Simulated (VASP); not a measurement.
Write the native input for VASP 6.6.1 that does the following.

| Property | Result |
| --- | --- |
| Task | single point |
| Functional | PBE |
| Potentials or basis | VASP PAW PBE potentials, release 64 (B, As) |
| Cutoff | 500 eV |
| k mesh | 6 × 6 × 6 |
| Occupations | gaussian, width 0.1 eV |
| Spin | no spin polarisation |
| Dipole correction | no |
| Further INCAR settings | ALGO = Normal; EDIFF = 1e-06; NBANDS = 24 |

The structure of B3As4 lies in POSCAR:

```
B3As4
1.0
    4.5700174331      0.0000000000      0.0000000000
    0.0000000000      4.5700174331      0.0000000000
    0.0000000000      0.0000000000      4.5700174331
B As
3 4
Direct
    0.5000000000      0.0000000000      0.5000000000
    0.0000000000      0.5000000000      0.5000000000
    0.5000000000      0.5000000000      0.0000000000
    0.7594985086      0.7594985086      0.2405014914
    0.2405014914      0.2405014914      0.2405014914
    0.7594985086      0.2405014914      0.7594985086
    0.2405014914      0.7594985086      0.7594985086
```

The input as run:

INCAR

```
PREC     = Accurate       # precision mode
ENCUT    = 500            # plane-wave cutoff, eV
EDIFF    = 1E-6           # SCF threshold, eV
ISMEAR   = 0              # smearing method
SIGMA    = 0.1            # smearing width, eV
LREAL    = False          # projectors in reciprocal space
LASPH    = True           # aspherical terms in the spheres
NELM     = 120            # most SCF steps
ALGO     = Normal         # electronic algorithm
ISIF     = 2              # what is computed and relaxed
LWAVE    = False          # write WAVECAR
LCHARG   = True           # write CHGCAR
GGA      = PE             # functional
LELF     = True           # ELF
LVHAR    = True         
NBANDS   = 24             # bands
GGA_COMPAT= False
```

KPOINTS

```
regular mesh
0
Gamma
  6 6 6
```

Potentials or basis: VASP PAW PBE potentials, release 64 (B, As).

Launch:

```sh
$ cat potpaw_PBE.64/B/POTCAR potpaw_PBE.64/As/POTCAR > POTCAR
$ mpirun -np 1 vasp_std > vasp.out
```

Results of the run:

| Quantity | Value |
| --- | --- |
| Pressure | 15.9 GPa |
| Largest force | 0.064 eV/Å |
| Band gap on the k mesh | zero (an odd number of electrons rules out a gap without spin polarisation) |

Caveat: the cell stands under pressure.

Wall time 29 s on 1 thread of Intel(R) Xeon(R) Platinum 8375C CPU @ 2.90GHz (Ice Lake), on a shared host, peak memory 0.21 GiB.
